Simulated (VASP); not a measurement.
Input of a VASP 6.6.1 run:

Contents of INCAR:

```
PREC = Accurate ; ENCUT = 600
EDIFF = 1E-8 ; ISMEAR = -1
SIGMA = 0.15 ; LREAL = False
LASPH = True ; NELM = 80
ALGO = Fast ; ISIF = 3
LWAVE = False ; LCHARG = False
GGA = PE ; IBRION = 6
NFREE = 2 ; POTIM = 0.015
NSW = 1
```

Contents of KPOINTS:

```
Automatic mesh
0
Gamma
  20 20 20
```

POSCAR

```
W
1.0
   -1.5422827445      1.5422827445      1.5422827445
    1.5422827445     -1.5422827445      1.5422827445
    1.5422827445      1.5422827445     -1.5422827445
W
1
Direct
    0.0000000000      0.0000000000      0.0000000000
```

Potentials or basis: VASP PAW PBE potentials, release 64 (W_sv).

Launch:

```console
$ cat potpaw_PBE.64/W_sv/POTCAR > POTCAR
$ mpirun -np 1 vasp_std > vasp.out
```

Predict the elastic constants C11, C12, C44.

679, 278, 201 GPa.

What does it give for the Voigt bulk modulus?

412 GPa.

Elastic tensor in Voigt notation (GPa, in the Cartesian axes of the cell as first typed):
```
679 278 278   0   0   0
278 679 278   0   0   0
278 278 679   0   0   0
  0   0   0 201   0   0
  0   0   0   0 201   0
  0   0   0   0   0 201
```

Caveat: the cell is under stress, which shifts elastic constants.
